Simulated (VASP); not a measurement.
Input of a VASP 6.6.1 run:

File INCAR:

```
PREC = Accurate ; ENCUT = 520
EDIFF = 1E-6 ; ISMEAR = 0
SIGMA = 0.1 ; LREAL = F
LASPH = T ; NELM = 60
ALGO = Normal ; ISIF = 2
LWAVE = F ; LCHARG = T
GGA = PE ; LELF = T
LVHAR = T ; NBANDS = 20
```

Contents of KPOINTS:

```
regular mesh
0
Gamma
  12 12 12
```

File POSCAR:

```
ScC3
1.0
    3.6990571766      0.0000000000      0.0000000000
    0.0000000000      3.6990571766      0.0000000000
    0.0000000000      0.0000000000      3.6990571766
Sc C
1 3
Direct
    0.0000000000      0.0000000000      0.0000000000
    0.0000000000      0.5000000000      0.5000000000
    0.5000000000      0.0000000000      0.5000000000
    0.5000000000      0.5000000000      0.0000000000
```

Potentials or basis: VASP PAW PBE potentials, release 64 (Sc_sv, C).

Launch:

```console
$ cat potpaw_PBE.64/Sc_sv/POTCAR potpaw_PBE.64/C/POTCAR > POTCAR
$ mpirun -np 1 vasp_std > vasp.out
```

What does it give for the pressure?

-28.3 GPa.

Caveat: the cell differs from its parent crystal (Ga replaced by Sc, lengths x 1.082, strained).
